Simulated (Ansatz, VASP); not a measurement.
Two plane-wave programs on As2Pb

Contents of INCAR:

```
  PREC = Accurate
  ENCUT = 520
  EDIFF = 1E-6
  ISMEAR = 0
  SIGMA = 0.2
  LREAL = False
  LASPH = True
  NELM = 100
  ALGO = Normal
  ISIF = 2
  LWAVE = False
  LCHARG = False
  GGA = PE
  NBANDS = 33
```

The input KPOINTS:

```
Automatic mesh
0
Gamma
  6 6 2
```

POSCAR

```
As2Pb
1.0
    3.9027150201      0.0000000000      0.0000000000
    0.0000000000      3.9027150201      0.0000000000
    0.0000000000      0.0000000000     11.0057729108
As Pb
4 2
Direct
    0.5000000000      0.5000000000      0.3541102015
    0.5000000000      0.5000000000      0.8541102015
    0.5000000000      0.5000000000      0.1458897985
    0.5000000000      0.5000000000      0.6458897985
    0.0000000000      1.0000000000      0.5000000000
    0.0000000000      1.0000000000      0.0000000000
```

Input for Ansatz:

```yaml
crystal:
  lattice:
    - [3.9027150201, 0.0, 0.0]
    - [0.0, 3.9027150201, 0.0]
    - [0.0, 0.0, 11.0057729108]
  atoms:
    - { symbol: As, position: [0.5, 0.5, 0.3541102015] }
    - { symbol: As, position: [0.5, 0.5, 0.8541102015] }
    - { symbol: As, position: [0.5, 0.5, 0.1458897985] }
    - { symbol: As, position: [0.5, 0.5, 0.6458897985] }
    - { symbol: Pb, position: [0.0, 1.0, 0.5] }
    - { symbol: Pb, position: [0.0, 1.0, 0.0] }
basis:
  ecutwfc: 420
kpoints:
  mp_grid: { grid: [6, 6, 2] }
hamiltonian:
  xc: pbe
scf:
  occupations: { method: gaussian, width: 0.2 }
  lower_state_search: "off"
output:
  forces: true
  stress: true
  eigenvalues: true
```

Alike in both runs: task single point; functional PBE; k mesh 6 × 6 × 2; occupations gaussian, width 0.2 eV; no spin polarisation.

```csv
,VASP,Ansatz
version,VASP 6.6.1,Ansatz 0.2.0
potentials or method,"VASP PAW PBE potentials, release 64 (As, Pb_d), cutoff 520 eV","scalar-relativistic, plane waves, PAW"
valence electrons in the cell,48,88
```

VASP gave:

* gap on the k mesh at the Fermi level (eV): none
* pressure (GPa): 0.3
* traceless stress, the component that is largest in VASP (GPa): 0.02
* rms of the force components (eV/Å): 0.031

Task: Which values does Ansatz return?

Result: gap on the k mesh at the Fermi level (eV): none; pressure (GPa): 0.2; traceless stress, the component that is largest in VASP (GPa): -0.18; rms of the force components (eV/Å): 0.061.

Atom by atom the forces differ by 0.030 eV/Å (rms over components). A gap of «none» marks a metal or a gap that the smearing closes. With one functional, cell and mesh, what is left measures potentials, basis and numerics. VASP's potentials hold 48 valence electrons a cell and Ansatz's 88, so a difference there can come from the potentials and not from the codes.

Neither program's run includes spin-orbit coupling.
